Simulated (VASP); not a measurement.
# SnTe (F-43m) in VASP: single point with LDA

Aim: the single point of SnTe with LDA.

Everything below comes from runs of VASP 6.6.1. Logs are shortened: lines on timing, memory, paths and dates and some standing lists are left out, and cuts for length are marked.

## Step 1: The cell of the first run

Symmetry: F-43m, No. 216, cubic system. The conventional cell has a = 7.222 Å, b = 7.222 Å, c = 7.222 Å, α = 90.00°, β = 90.00°, γ = 90.00°. Sn (site symmetry -43m) has 4 Te at 3.13 Å within 4.1 Å. Within 4.1 Å of Te (site symmetry -43m) lie 4 Sn at 3.13 Å.

## Step 2: Single point, LDA, non-collinear spin, zero start, spin-orbit coupling

Contents of INCAR:

```
  ALGO = Normal
  EDIFF = 1E-6
  ENCUT = 520
  GGA = CA
  GGA_COMPAT = F
  ISIF = 2
  ISMEAR = -1
  LASPH = T
  LCHARG = F
  LORBIT = 11
  LORBMOM = T
  LREAL = F
  LSORBIT = T
  LWAVE = F
  MAGMOM = 0 0 0 0 0 0
  NBANDS = 32
  NELM = 150
  PREC = Accurate
  SIGMA = 0.05
```

Contents of KPOINTS:

```
k-points
0
Gamma
  6 6 6
```

Contents of POSCAR:

```
SnTe
1.0
    0.0000000000      3.6111460000      3.6111460000
    3.6111460000      0.0000000000      3.6111460000
    3.6111460000      3.6111460000      0.0000000000
Sn Te
1 1
Direct
    0.0000000000      0.0000000000      0.0000000000
    0.7500000000      0.7500000000      0.7500000000
```

Potentials or basis: VASP PAW LDA potentials, release 64 (Sn_d, Te).

Started as:

```sh
> cat potpaw_LDA.64/Sn_d/POTCAR potpaw_LDA.64/Te/POTCAR > POTCAR
> mpirun -np 1 vasp_ncl > vasp.out
```

OUTCAR:

```text
EDIFF = 1E-6
   ENCUT = 520
   GGA = CA
   ISIF = 2
   ISMEAR = -1
   LASPH = T
   LORBIT = 11
   LREAL = F
   LSORBIT = T
   NELM = 150
   PREC = Accurate

 ion  position               nearest neighbor table
   1  0.000  0.000  0.000-   2 3.13   2 3.13   2 3.13   2 3.13
   2  0.750  0.750  0.750-   1 3.13   1 3.13   1 3.13   1 3.13

  LATTYP: Found a face centered cubic cell.
 ALAT       =     7.2222920000

  Lattice vectors:

 A1 = (   0.0000000000,   3.6111460000,   3.6111460000)
 A2 = (   3.6111460000,   0.0000000000,   3.6111460000)
 A3 = (   3.6111460000,   3.6111460000,   0.0000000000)

Analysis of symmetry for initial positions (statically):
=====================================================================
 Subroutine PRICEL returns:
 Original cell was already a primitive cell.

 Routine SETGRP: Setting up the symmetry group for a
 face centered cubic supercell.

 Subroutine GETGRP returns: Found 24 space group operations
 (whereof 24 operations were pure point group operations)
 out of a pool of 48 trial point group operations.

The static configuration has the point symmetry T_d .

Analysis of symmetry for dynamics (positions and initial velocities):
=====================================================================
 Subroutine PRICEL returns:
 Original cell was already a primitive cell.

 Routine SETGRP: Setting up the symmetry group for a
 face centered cubic supercell.

 Subroutine GETGRP returns: Found 24 space group operations
 (whereof 24 operations were pure point group operations)
 out of a pool of 48 trial point group operations.

The dynamic configuration has the point symmetry T_d .

Analysis of structural, dynamic, and magnetic symmetry:
=====================================================================
 Subroutine PRICEL returns:
 Original cell was already a primitive cell.

 Routine SETGRP: Setting up the symmetry group for a
 face centered cubic supercell.

 Subroutine GETGRP returns: Found 24 space group operations
 (whereof 24 operations were pure point group operations)
 out of a pool of 48 trial point group operations.

The overall configuration has the point symmetry T_d .

 Subroutine INISYM returns: Found 24 space group operations
 (whereof 24 operations are pure point group operations),
 and found     1 'primitive' translations

----------------------------------------------------------------------------------------

                                     Primitive cell

  volume of cell :      94.1814

  direct lattice vectors                    reciprocal lattice vectors
     0.000000000  3.611146000  3.611146000    -0.138460201  0.138460201  0.138460201
     3.611146000  0.000000000  3.611146000     0.138460201 -0.138460201  0.138460201
     3.611146000  3.611146000  0.000000000     0.138460201  0.138460201 -0.138460201

  length of vectors
     5.106931649  5.106931649  5.106931649     0.239820102  0.239820102  0.239820102

  position of ions in fractional coordinates (direct lattice)
     0.000000000  0.000000000  0.000000000
     0.750000000  0.750000000  0.750000000

  ion indices of the primitive-cell ions
   primitive index   ion index
                 1           1
                 2           2

----------------------------------------------------------------------------------------

 KPOINTS: k-points

Automatic generation of k-mesh.
 Grid dimensions read from file:
 generate k-points for:    6    6    6

 Generating k-lattice:

  Cartesian coordinates                     Fractional coordinates (reciprocal lattice)
    -0.023076700  0.023076700  0.023076700     0.166666667  0.000000000  0.000000000
     0.023076700 -0.023076700  0.023076700     0.000000000  0.166666667  0.000000000
     0.023076700  0.023076700 -0.023076700     0.000000000  0.000000000  0.166666667

  Length of vectors
     0.039970017  0.039970017  0.039970017

  Shift w.r.t. Gamma in fractional coordinates (k-lattice)
     0.000000000  0.000000000  0.000000000

 Subroutine IBZKPT returns following result:
 ===========================================

 Found     22 irreducible k-points:

 Following reciprocal coordinates:
            Coordinates               Weight
  0.000000  0.000000  0.000000      1.000000
  0.166667  0.000000  0.000000      4.000000
 -0.166667  0.000000  0.000000      4.000000
  0.333333  0.000000  0.000000      4.000000
 -0.333333  0.000000  0.000000      4.000000
  0.500000  0.000000  0.000000      4.000000
[... 14 lines left out ...]
 -0.333333  0.333333  0.166667     24.000000
 -0.333333  0.500000  0.166667     12.000000
[... 17 lines left out ...]
   NELM   =    150;   NELMIN=  2; NELMDL= -5     # of ELM steps
   EDIFF  = 0.1E-05   stopping-criterion for ELM
   LREAL  =      F    real-space projection
[... 7 lines left out ...]
   TEBEG  =    0.0;   TEEND  =   0.0 temperature during run
   PSTRESS=    0.0 pullay stress
   NELECT =      20.0000    total number of electrons
   NUPDOWN=      -1.0000    fix difference up-down
   EMIN   =  10.00;   EMAX   =-10.00  energy-range for DOS
   EFERMI =   0.00;   METHOD = LEGACY
   ISMEAR =    -1;   SIGMA  =   0.05  broadening in eV -4-tet -1-fermi 0-gaus
   EFERMI_NEDOS =   21; number of points for ismear=-14 and -15
   IALGO  =     38    algorithm
   IMIX   =      4    mixing-type and parameters
     AMIX     =   0.40;   BMIX     =  1.00
     AMIX_MAG =   1.60;   BMIX_MAG =  1.00
  volume/ion in A,a.u.               =      47.09       317.78
  Fermi-wavevector in a.u.,A,eV,Ry     =   0.976704  1.845704 12.979296  0.953951
  Thomas-Fermi vector in A             =   2.107344
   LORBIT       =     11    0 simple, 1 ext, 2 COOP (PROOUT), +10 PAW based schemes
   GGA     = CA    functional components
   LHFCALC =     F    Hartree Fock is set to
   AEXX    =    0.0000 exact exchange contribution
   IVDW    =     0    specifies the selected vdW correction
   LEPSILON=     F    determine dielectric tensor
   LRPA    =     F    only Hartree local field effects (RPA)
  energy-cutoff  :      520.00
  volume of cell :       94.18
 maximum number of plane-waves:      5274
 NGX is ok and might be reduce to    40
   NGX = 19   NGY = 19   NGZ = 19

 number of electron      19.9999999 magnetization      -0.0000000     -0.0000000     -0.0000000

 number of electron      19.9999999 magnetization       0.0000000      0.0000000     -0.0000000

 number of electron      19.9999999 magnetization       0.0000000      0.0000000      0.0000000

 number of electron      19.9999999 magnetization      -0.0000000     -0.0000000      0.0000000

 Free energy of the ion-electron system (eV)
  ---------------------------------------------------
  ext. energy  EPLUGINS =         0.00000000
  ---------------------------------------------------
  free energy    TOTEN  =        -8.16973827 eV

  energy without entropy =       -8.16571739  energy(sigma->0) =       -8.16772783

 E-fermi :   2.9567     XC(G=0):  -7.8081

 val. band max:        2.9391058557   @ k =  -0.3333   0.5000   0.1667
 cond. band min:       3.0552824007   @ k =   0.3333   0.3333   0.0000
 fundamental gap:      0.1161765450
 Fermi energy:         2.9566591187

 k-point     1 :       0.0000    0.0000    0.0000
  band No.  band energies     occupation
      1     -19.3675      1.00000
      2     -19.3675      1.00000
      3     -19.3675      1.00000
      4     -19.3675      1.00000
      5     -18.3297      1.00000
      6     -18.3297      1.00000
[... 759 lines left out ...]
     31      10.7161      0.00000
     32      10.7540      0.00000

------------------------ aborting loop because EDIFF is reached ----------------------------------------

  FORCE on cell =-STRESS in cart. coord.  units (eV):
  Direction    XX          YY          ZZ          XY          YZ          ZX
  --------------------------------------------------------------------------------------
  -------------------------------------------------------------------------------------
  Total       -1.2795278     -1.2795278     -1.2795278     -0.0000000      0.0000000     -0.0000000
  in kB      -21.7668290    -21.7668290    -21.7668290     -0.0000000      0.0000000     -0.0000000
  external PRESSURE =     -21.7668290 kB  Pullay stress =       0.0000000 kB

 VOLUME and BASIS-vectors are now :
 -----------------------------------------------------------------------------
  energy-cutoff  :      520.00
  volume of cell :       94.18
      direct lattice vectors                 reciprocal lattice vectors
     0.000000000  3.611146000  3.611146000    -0.138460201  0.138460201  0.138460201
     3.611146000  0.000000000  3.611146000     0.138460201 -0.138460201  0.138460201
     3.611146000  3.611146000  0.000000000     0.138460201  0.138460201 -0.138460201

 POSITION                                       TOTAL-FORCE (eV/Angst)
 -----------------------------------------------------------------------------------
      0.00000      0.00000      0.00000        -0.000000     -0.000000     -0.000000
      5.41672      5.41672      5.41672         0.000000      0.000000      0.000000
 -----------------------------------------------------------------------------------
    total drift:                                0.000000      0.000000      0.000000

  FREE ENERGIE OF THE ION-ELECTRON SYSTEM (eV)
  ---------------------------------------------------
  free  energy   TOTEN  =        -8.1697382721 eV

  energy  without entropy=       -8.1657173913  energy(sigma->0) =       -8.16772783

 orbital moment (x)

 # of ion     p       d       tot
 ----------------------------------------
  1        -0.000   0.000  -0.000
  2        -0.000  -0.000  -0.000
 ----------------------------------------
           -0.000   0.000  -0.000

 orbital moment (y)

 # of ion     p       d       tot
 ----------------------------------------
  1        -0.000  -0.000  -0.000
  2        -0.000   0.000  -0.000
 ----------------------------------------
           -0.000  -0.000  -0.000

 orbital moment (z)

 # of ion     p       d       tot
 ----------------------------------------
  1         0.000   0.000   0.000
  2         0.000   0.000   0.000
 ----------------------------------------
            0.000   0.000   0.000

 Spin-Orbit-Coupling matrix elements

 Ion:    1  E_soc:     -0.1113551
 l=   1
     0.0000000    -0.0122238    -0.0122238
    -0.0122238     0.0000000    -0.0122238
    -0.0122238    -0.0122238     0.0000000
 l=   2
     0.0000000    -0.0012836     0.0000000    -0.0012836    -0.0050517
    -0.0012836     0.0000000    -0.0037888    -0.0012836    -0.0012629
     0.0000000    -0.0037888     0.0000000    -0.0037888     0.0000000
    -0.0012836    -0.0012836    -0.0037888     0.0000000    -0.0012629
    -0.0050517    -0.0012629     0.0000000    -0.0012629     0.0000000
 l=   3
     0.0000000     0.0000000     0.0000000     0.0000000     0.0000000     0.0000000     0.0000000
     0.0000000     0.0000000     0.0000000     0.0000000     0.0000000     0.0000000     0.0000000
     0.0000000     0.0000000     0.0000000     0.0000000     0.0000000     0.0000000     0.0000000
     0.0000000     0.0000000     0.0000000     0.0000000     0.0000000     0.0000000     0.0000000
     0.0000000     0.0000000     0.0000000     0.0000000     0.0000000     0.0000000     0.0000000
     0.0000000     0.0000000     0.0000000     0.0000000     0.0000000     0.0000000     0.0000000
     0.0000000     0.0000000     0.0000000     0.0000000     0.0000000     0.0000000     0.0000000

 Ion:    2  E_soc:     -0.2423584
 l=   1
     0.0000000    -0.0403913    -0.0403913
    -0.0403913     0.0000000    -0.0403913
    -0.0403913    -0.0403913     0.0000000
 l=   2
     0.0000000     0.0000096     0.0000000     0.0000096    -0.0000114
     0.0000096     0.0000000    -0.0000085     0.0000096    -0.0000028
     0.0000000    -0.0000085     0.0000000    -0.0000085     0.0000000
     0.0000096     0.0000096    -0.0000085     0.0000000    -0.0000028
    -0.0000114    -0.0000028     0.0000000    -0.0000028     0.0000000
 l=   3
     0.0000000     0.0000000     0.0000000     0.0000000     0.0000000     0.0000000     0.0000000
     0.0000000     0.0000000     0.0000000     0.0000000     0.0000000     0.0000000     0.0000000
     0.0000000     0.0000000     0.0000000     0.0000000     0.0000000     0.0000000     0.0000000
     0.0000000     0.0000000     0.0000000     0.0000000     0.0000000     0.0000000     0.0000000
     0.0000000     0.0000000     0.0000000     0.0000000     0.0000000     0.0000000     0.0000000
     0.0000000     0.0000000     0.0000000     0.0000000     0.0000000     0.0000000     0.0000000
     0.0000000     0.0000000     0.0000000     0.0000000     0.0000000     0.0000000     0.0000000

 total charge

# of ion       s       p       d       tot
------------------------------------------
    1        1.398   0.717   9.955  12.070
    2        1.402   1.944   0.016   3.362
--------------------------------------------------
tot          2.800   2.661   9.971  15.432

 magnetization (x)

# of ion       s       p       d       tot
------------------------------------------
    1       -0.000   0.000  -0.000  -0.000
    2        0.000  -0.000   0.000  -0.000
--------------------------------------------------
tot         -0.000  -0.000  -0.000  -0.000

 magnetization (y)

# of ion       s       p       d       tot
------------------------------------------
    1        0.000   0.000  -0.000  -0.000
    2        0.000  -0.000   0.000  -0.000
--------------------------------------------------
tot          0.000  -0.000  -0.000  -0.000

 magnetization (z)

# of ion       s       p       d       tot
------------------------------------------
    1       -0.000   0.000   0.000   0.000
    2        0.000  -0.000   0.000  -0.000
--------------------------------------------------
tot          0.000   0.000   0.000   0.000
```

Wall time 4.6 min (1 thread of Intel Xeon 8259CL, shared host); peak memory 0.43 GiB.

What came out:

| Item | Value |
| --- | --- |
| Free energy | -8.1697 eV |
| Pressure | -2.2 GPa |
| Net moment | 0.00 μB per cell |
| Valence electrons inside the program's atomic spheres | Sn 12.07; Te 3.36 |

Moments on the atoms (μB; x, y, z):
```
Sn  0.00 0.00 0.00
Te  0.00 0.00 0.00
```
